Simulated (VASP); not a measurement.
Here is a VASP 6.6.1 calculation.

Contents of POSCAR:

```
MnS
1.0
    0.0000000000      3.0450000000      2.8000000000
    2.8000000000      0.0000000000      2.8000000000
    2.8000000000      3.0450000000      0.0000000000
Mn S
1 1
Direct
    0.0000000000      0.0000000000      0.0000000000
    0.7500000000      0.7500000000      0.7500000000
```

Contents of INCAR.step1:

```
  PREC = Accurate
  ENCUT = 520
  ISMEAR = 0
  SIGMA = 0.05
  LREAL = False
  LASPH = True
  NELM = 150
  ISPIN = 2
  MAGMOM = 4.73 0.12
  LMAXMIX = 4
  NBANDS = 20
  GGA = PE
  ALGO = Normal
  EDIFF = 1E-4
  LWAVE = True
  LCHARG = False
```

File INCAR.step2:

```
  PREC = Accurate
  ENCUT = 520
  EDIFF = 1E-6
  ISMEAR = 0
  SIGMA = 0.05
  LREAL = False
  LASPH = True
  NELM = 150
  ALGO = Normal
  ISIF = 2
  LWAVE = False
  LCHARG = False
  ISPIN = 2
  MAGMOM = 4.73 0.12
  LORBIT = 11
  LMAXMIX = 4
  METAGGA = R2SCAN
  LMIXTAU = True
  NBANDS = 20
  ISTART = 1
```

The input KPOINTS:

```
regular mesh
0
Gamma
  10 10 10
```

Potentials or basis: VASP PAW PBE potentials, release 64 (Mn_pv, S).

Run with:

```bash
$ cat potpaw_PBE.64/Mn_pv/POTCAR potpaw_PBE.64/S/POTCAR > POTCAR
$ cp INCAR.step1 INCAR
$ mpirun -np 1 vasp_std > vasp.out
$ cp INCAR.step2 INCAR
$ mpirun -np 1 vasp_std > vasp.out
```

Q: Predict the band gap on the k mesh.

A: 0.94 eV (least direct gap 1.13 eV).

Q: What does it give for the net moment?

A: 5.00 μB per cell.

Stress tensor (GPa, compression positive):
```
-2.78  0.00  0.00
 0.00 -5.17  0.00
 0.00  0.00 -2.78
```

Caveat: the cell differs from its parent crystal (strain +0.0875 x Voigt [0, 1, 0, 0, 0, 0]); the cell stands under tension; the PAW data sets were made with another functional, which shifts forces and pressure a little; a cell with one magnetic atom can't hold antiferromagnetic order, which such compounds often take. A k mesh can miss the band edges.
